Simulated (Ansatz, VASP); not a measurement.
# One calculation of Sn, two programs

```
Sn
1.0
    -2.94014    2.94014    1.59930
     2.94014   -2.94014    1.59930
     2.94014    2.94014   -1.59930
Sn
2
Direct
  0.75000 0.25000 0.50000
  0.00000 0.00000 0.00000
```

Alike in both runs: task single point; functional PBEsol; k mesh 16 × 16 × 16; occupations gaussian, width 0.15 eV; no spin polarisation.

|  | VASP | Ansatz |
| --- | --- | --- |
| version | VASP 6.6.1 | Ansatz 0.2.0 |
| potentials or method | VASP PAW PBE potentials, release 64 (Sn_d), cutoff 520 eV | scalar-relativistic, plane waves, PAW |
| valence electrons in the cell | 28 | 28 |

```csv
,VASP,Ansatz,Ansatz less VASP
gap on the k mesh at the Fermi level (eV),none,none,-
pressure (GPa),-1.5,-1.5,+0.05
"traceless stress, the component that is largest in VASP (GPa)",-0.38,-0.37,+0.008
```

VASP's potentials were made for PBE, not for PBEsol. A gap of «none» marks a metal or a gap that the smearing closes.
